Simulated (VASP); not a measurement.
Wanted: the native input for a VASP 6.6.1 run.

```
Task                   : single point
Functional             : r2SCAN
Potentials or basis    : VASP PAW PBE potentials, release 64 (Sb)
Cutoff                 : 520 eV
k mesh                 : 6 × 6 × 4
Occupations            : gaussian, width 0.1 eV
Spin                   : no spin polarisation
Dipole correction      : no
Further INCAR settings : ALGO = Normal; EDIFF = 1e-06; NBANDS = 12
```

The system is Sb.

```
CELL_PARAMETERS angstrom
2.96506 0.00000 0.00000
-1.48253 2.56782 0.00000
0.00000 0.00000 4.58741
ATOMIC_POSITIONS crystal
Sb 0.33333 0.66667 0.25000
Sb 0.66667 0.33333 0.75000
```

The input as run:

POSCAR

```
Sb
1.0
    2.9650574789      0.0000000000      0.0000000000
   -1.4825287395      2.5678151005      0.0000000000
    0.0000000000      0.0000000000      4.5874090111
Sb
2
Direct
    0.3333333333      0.6666666667      0.2500000000
    0.6666666667      0.3333333333      0.7500000000
```

INCAR.step1

```
SYSTEM = Sb
PREC = Accurate ; ENCUT = 520
ISMEAR = 0 ; SIGMA = 0.1
LREAL = .FALSE. ; LASPH = .TRUE.
NELM = 60 ; NBANDS = 12
GGA = PE ; ALGO = Normal
EDIFF = 1E-4 ; LWAVE = .TRUE.
LCHARG = .FALSE.
```

INCAR.step2

```
SYSTEM = Sb
PREC = Accurate ; ENCUT = 520
EDIFF = 1E-6 ; ISMEAR = 0
SIGMA = 0.1 ; LREAL = .FALSE.
LASPH = .TRUE. ; NELM = 60
ALGO = Normal ; ISIF = 2
LWAVE = .FALSE. ; LCHARG = .FALSE.
METAGGA = R2SCAN ; LMIXTAU = .TRUE.
NBANDS = 12 ; ISTART = 1
```

KPOINTS

```
Automatic mesh
0
G
  6 6 4
  0 0 0
```

Potentials or basis: VASP PAW PBE potentials, release 64 (Sb).

Command:

```sh
$ cat potpaw_PBE.64/Sb/POTCAR > POTCAR
$ cp INCAR.step1 INCAR
$ mpirun -np 1 vasp_std > vasp.out
$ cp INCAR.step2 INCAR
$ mpirun -np 1 vasp_std > vasp.out
```

Results of the run:

| Item | Value |
| --- | --- |
| Pressure | 74.5 GPa |
| Band gap on the k mesh | zero (band 5 reaches 22.36 eV, above the bottom of band 6 at 9.81 eV) |

Caveat: the k points lie up to 0.41 Å⁻¹ apart; the PAW data sets were made with another functional, which shifts forces and pressure a little; spin-orbit coupling is left out, which moves the levels of the heavy elements.

It took 33 s on 1 thread of Intel Xeon 6975P-C, with other jobs on the host, peak memory 0.16 GiB.
